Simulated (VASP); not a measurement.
# NaCl (Fm-3m) in VASP: single point with PBEsol

Aim: the single point of NaCl with PBEsol.

All numbers are computed with VASP 6.6.1; they aren't measurements. Logs are shortened: lines on timing, memory, paths and dates and some standing lists are left out, and cuts for length are marked.

## 1. The cell of the first run

It takes space group Fm-3m (No. 225, cubic). Conventional cell: a = 5.600 Å, b = 5.600 Å, c = 5.600 Å, α = 90.00°, β = 90.00°, γ = 90.00°. Cl (site symmetry m-3m) has 6 Na at 2.80 Å within 3.7 Å. Na (site symmetry m-3m) has 6 Cl at 2.80 Å within 3.7 Å.

## 2. Single point, PBEsol

Input file INCAR:

```
ALGO = Normal
EDIFF = 1E-6
ENCUT = 500
GGA = PS
GGA_COMPAT = False
ISIF = 2
ISMEAR = -1
ISYM = -1
LASPH = True
LCHARG = False
LREAL = Auto
LWAVE = False
NBANDS = 262
NELM = 120
PREC = Accurate
SIGMA = 0.05
```

Input file KPOINTS:

```
explicit points
1
Reciprocal
  0.25000000   0.25000000   0.25000000 1
```

Input file POSCAR:

```
NaCl
1.0
   11.2000000000      0.0000000000      0.0000000000
    0.0000000000     11.2000000000      0.0000000000
    0.0000000000      0.0000000000     11.2000000000
Cl Na
32 32
Direct
    0.2500000000      0.0000000000      0.0000000000
    0.2500000000      0.0000000000      0.5000000000
    0.2500000000      0.5000000000      0.0000000000
    0.2500000000      0.5000000000      0.5000000000
    0.7500000000      0.0000000000      0.0000000000
    0.7500000000      0.0000000000      0.5000000000
    0.7500000000      0.5000000000      0.0000000000
    0.7500000000      0.5000000000      0.5000000000
    0.0000000000      0.2500000000      0.0000000000
    0.0000000000      0.2500000000      0.5000000000
    0.0000000000      0.7500000000      0.0000000000
    0.0000000000      0.7500000000      0.5000000000
    0.5000000000      0.2500000000      0.0000000000
    0.5000000000      0.2500000000      0.5000000000
    0.5000000000      0.7500000000      0.0000000000
    0.5000000000      0.7500000000      0.5000000000
    0.0000000000      0.0000000000      0.2500000000
    0.0000000000      0.0000000000      0.7500000000
    0.0000000000      0.5000000000      0.2500000000
    0.0000000000      0.5000000000      0.7500000000
    0.5000000000      0.0000000000      0.2500000000
    0.5000000000      0.0000000000      0.7500000000
    0.5000000000      0.5000000000      0.2500000000
    0.5000000000      0.5000000000      0.7500000000
    0.2500000000      0.2500000000      0.2500000000
    0.2500000000      0.2500000000      0.7500000000
    0.2500000000      0.7500000000      0.2500000000
    0.2500000000      0.7500000000      0.7500000000
    0.7500000000      0.2500000000      0.2500000000
    0.7500000000      0.2500000000      0.7500000000
    0.7500000000      0.7500000000      0.2500000000
    0.7500000000      0.7500000000      0.7500000000
    0.0000000000      0.0000000000      0.0000000000
    0.0000000000      0.0000000000      0.5000000000
    0.0000000000      0.5000000000      0.0000000000
    0.0000000000      0.5000000000      0.5000000000
    0.5000000000      0.0000000000      0.0000000000
    0.5000000000      0.0000000000      0.5000000000
    0.5000000000      0.5000000000      0.0000000000
    0.5000000000      0.5000000000      0.5000000000
    0.2500000000      0.2500000000      0.0000000000
    0.2500000000      0.2500000000      0.5000000000
    0.2500000000      0.7500000000      0.0000000000
    0.2500000000      0.7500000000      0.5000000000
    0.7500000000      0.2500000000      0.0000000000
    0.7500000000      0.2500000000      0.5000000000
    0.7500000000      0.7500000000      0.0000000000
    0.7500000000      0.7500000000      0.5000000000
    0.2500000000      0.0000000000      0.2500000000
    0.2500000000      0.0000000000      0.7500000000
    0.2500000000      0.5000000000      0.2500000000
    0.2500000000      0.5000000000      0.7500000000
    0.7500000000      0.0000000000      0.2500000000
    0.7500000000      0.0000000000      0.7500000000
    0.7500000000      0.5000000000      0.2500000000
    0.7500000000      0.5000000000      0.7500000000
    0.0000000000      0.2500000000      0.2500000000
    0.0000000000      0.2500000000      0.7500000000
    0.0000000000      0.7500000000      0.2500000000
    0.0000000000      0.7500000000      0.7500000000
    0.5000000000      0.2500000000      0.2500000000
    0.5000000000      0.2500000000      0.7500000000
    0.5000000000      0.7500000000      0.2500000000
    0.5000000000      0.7500000000      0.7500000000
```

Potentials or basis: VASP PAW PBE potentials, release 64 (Cl, Na_pv).

Launch:

```
cat potpaw_PBE.64/Cl/POTCAR potpaw_PBE.64/Na_pv/POTCAR > POTCAR
mpirun -np 1 vasp_std > vasp.out
```

OUTCAR:

```text
EDIFF = 1E-6
   ENCUT = 500
   GGA = PS
   ISIF = 2
   ISMEAR = -1
   ISYM = -1
   LASPH = True
   LREAL = Auto
   NELM = 120
   PREC = Accurate

 ion  position               nearest neighbor table
   1  0.250  0.000  0.000-
   2  0.250  0.000  0.500-
   3  0.250  0.500  0.000-
   4  0.250  0.500  0.500-
   5  0.750  0.000  0.000-
   6  0.750  0.000  0.500-
[... 56 lines left out ...]
  63  0.500  0.750  0.250-
  64  0.500  0.750  0.750-

IMPORTANT INFORMATION: All symmetrisations will be switched off!
NOSYMM: (Re-)initialisation of all symmetry stuff for point group C_1.

----------------------------------------------------------------------------------------

                                     Primitive cell

  volume of cell :    1404.9280

  direct lattice vectors                    reciprocal lattice vectors
    11.200000000  0.000000000  0.000000000     0.089285714  0.000000000  0.000000000
     0.000000000 11.200000000  0.000000000     0.000000000  0.089285714  0.000000000
     0.000000000  0.000000000 11.200000000     0.000000000  0.000000000  0.089285714

  length of vectors
    11.200000000 11.200000000 11.200000000     0.089285714  0.089285714  0.089285714

  position of ions in fractional coordinates (direct lattice)
     0.250000000  0.000000000  0.000000000
     0.250000000  0.000000000  0.500000000
     0.250000000  0.500000000  0.000000000
     0.250000000  0.500000000  0.500000000
     0.750000000  0.000000000  0.000000000
     0.750000000  0.000000000  0.500000000
[... 56 lines left out ...]
     0.500000000  0.750000000  0.250000000
     0.500000000  0.750000000  0.750000000

  ion indices of the primitive-cell ions
   primitive index   ion index
                 1           1
                 2           2
                 3           3
                 4           4
                 5           5
                 6           6
[... 56 lines left out ...]
                63          63
                64          64

----------------------------------------------------------------------------------------

 KPOINTS: explicit points

Read explicit list of k-points.

 Found      1 k-points:

 Following reciprocal coordinates:
            Coordinates               Weight
  0.250000  0.250000  0.250000      1.000000
   k-points           NKPTS =      1   k-points in BZ     NKDIM =      1   number of bands    NBANDS=    262
   number of dos      NEDOS =    301   number of ions     NIONS =     64
   total plane-waves  NPLWV = 592704
   dimension x,y,z NGX =    84 NGY =   84 NGZ =   84
   dimension x,y,z NGXF=   168 NGYF=  168 NGZF=  168
   ions per type =              32  32
   NGX,Y,Z   is equivalent  to a cutoff of  12.47, 12.47, 12.47 a.u.
   NGXF,Y,Z  is equivalent  to a cutoff of  24.94, 24.94, 24.94 a.u.
 SYSTEM =  unknown system
   PREC   = accura    normal or accurate (medium, high low for compatibility)
   ISTART =      0    job   : 0-new  1-cont  2-samecut
   ICHARG =      2    charge: 1-file 2-atom 10-const
   ISPIN  =      1    spin polarized calculation?
   LNONCOLLINEAR =      F non collinear calculations
   LSORBIT =      F    spin-orbit coupling
   LASPH  =      T    aspherical Exc in radial PAW
   ENCUT  =  500.0 eV  36.75 Ry    6.06 a.u.  20.42 20.42 20.42*2*pi/ulx,y,z
   NELM   =    120;   NELMIN=  2; NELMDL= -5     # of ELM steps
   EDIFF  = 0.1E-05   stopping-criterion for ELM
   LREAL  =      T    real-space projection
   EDIFFG = 0.1E-04   stopping-criterion for IOM
   NSW    =      0    number of steps for IOM
   IBRION =     -1    ionic relax: 0-MD 1-quasi-New 2-CG
   NFREE  =      0    steps in history (QN), initial steepest desc. (CG)
   ISIF   =      2    stress and relaxation
   ISYM   =     -1    0-nonsym 1-usesym 2-fastsym
   POTIM  = 0.5000    time-step for ionic-motion
   TEBEG  =    0.0;   TEEND  =   0.0 temperature during run
   PSTRESS=    0.0 pullay stress
   NELECT =     448.0000    total number of electrons
   NUPDOWN=      -1.0000    fix difference up-down
   EMIN   =  10.00;   EMAX   =-10.00  energy-range for DOS
   EFERMI =   0.00;   METHOD = LEGACY
   ISMEAR =    -1;   SIGMA  =   0.05  broadening in eV -4-tet -1-fermi 0-gaus
   EFERMI_NEDOS =   21; number of points for ismear=-14 and -15
   IALGO  =     38    algorithm
   IMIX   =      4    mixing-type and parameters
     AMIX     =   0.40;   BMIX     =  1.00
     AMIX_MAG =   1.60;   BMIX_MAG =  1.00
  volume/ion in A,a.u.               =      21.95       148.14
  Fermi-wavevector in a.u.,A,eV,Ry     =   1.118449  2.113562 17.019908  1.250928
  Thomas-Fermi vector in A             =   2.255080
   LORBIT       =      0    0 simple, 1 ext, 2 COOP (PROOUT), +10 PAW based schemes
   GGA     = PS    functional components
   LHFCALC =     F    Hartree Fock is set to
   AEXX    =    0.0000 exact exchange contribution
   IVDW    =     0    specifies the selected vdW correction
   LEPSILON=     F    determine dielectric tensor
   LRPA    =     F    only Hartree local field effects (RPA)
 non-spin polarized calculation
  energy-cutoff  :      500.00
  volume of cell :     1404.93
 maximum number of plane-waves:     35643
 NGX is ok and might be reduce to    84
   NGX = 41   NGY = 41   NGZ = 41

 number of electron     447.9999306 magnetization

 Free energy of the ion-electron system (eV)
  ---------------------------------------------------
  ext. energy  EPLUGINS =         0.00000000
  ---------------------------------------------------
  free energy    TOTEN  =      -223.96176981 eV

  energy without entropy =     -223.96176981  energy(sigma->0) =     -223.96176981

 E-fermi :   0.5894     XC(G=0):  -8.4279

 val. band max:       -0.7038846566   @ k =   0.2500   0.2500   0.2500
 cond. band min:       4.8635958236   @ k =   0.2500   0.2500   0.2500
 fundamental gap:      5.5674804803
 Fermi energy:         0.5894230493

 k-point     1 :       0.2500    0.2500    0.2500
  band No.  band energies     occupation
      1     -21.3030      2.00000
      2     -21.3030      2.00000
      3     -21.3030      2.00000
      4     -21.3012      2.00000
      5     -21.2972      2.00000
      6     -21.2972      2.00000
[... 228 lines left out ...]
    235       6.8507      0.00000
    236       7.0320      0.00000
 [bands above 236 left out]

------------------------ aborting loop because EDIFF is reached ----------------------------------------

  FORCE on cell =-STRESS in cart. coord.  units (eV):
  Direction    XX          YY          ZZ          XY          YZ          ZX
  --------------------------------------------------------------------------------------
  -------------------------------------------------------------------------------------
  Total        0.1700524      0.1700690      0.1701088     -0.1780684     -0.1780606     -0.1780561
  in kB        0.1939274      0.1939464      0.1939918     -0.2030689     -0.2030600     -0.2030549
  external PRESSURE =       0.1939552 kB  Pullay stress =       0.0000000 kB

 VOLUME and BASIS-vectors are now :
 -----------------------------------------------------------------------------
  energy-cutoff  :      500.00
  volume of cell :     1404.93
      direct lattice vectors                 reciprocal lattice vectors
    11.200000000  0.000000000  0.000000000     0.089285714  0.000000000  0.000000000
     0.000000000 11.200000000  0.000000000     0.000000000  0.089285714  0.000000000
     0.000000000  0.000000000 11.200000000     0.000000000  0.000000000  0.089285714

 POSITION                                       TOTAL-FORCE (eV/Angst)
 -----------------------------------------------------------------------------------
      2.80000      0.00000      0.00000        -0.000000     -0.000002      0.000001
      2.80000      0.00000      5.60000        -0.000002     -0.000001      0.000003
      2.80000      5.60000      0.00000        -0.000005     -0.000003     -0.000008
      2.80000      5.60000      5.60000        -0.000004     -0.000005     -0.000002
      8.40000      0.00000      0.00000        -0.000012     -0.000002      0.000009
      8.40000      0.00000      5.60000        -0.000001     -0.000001     -0.000000
[... 56 lines left out ...]
      5.60000      8.40000      2.80000        -0.000002      0.000003      0.000000
      5.60000      8.40000      8.40000        -0.000002     -0.000001      0.000000
 -----------------------------------------------------------------------------------
    total drift:                               -0.000024     -0.000018      0.000016

  FREE ENERGIE OF THE ION-ELECTRON SYSTEM (eV)
  ---------------------------------------------------
  free  energy   TOTEN  =      -223.9617698126 eV

  energy  without entropy=     -223.9617698125  energy(sigma->0) =     -223.96176981
```

Run time: 9 min. Hardware: 1 thread of Intel Xeon Platinum 8488C (Sapphire Rapids), shared host; peak memory 1.2 GiB.

Results:

- Free energy: -223.9618 eV
- Pressure: 0.0 GPa
- Band gap on the k mesh: 5.57 eV

Caveat: the PAW data sets were made with another functional, which shifts forces and pressure a little; a shifted mesh leaves out Γ, where band edges can lie.
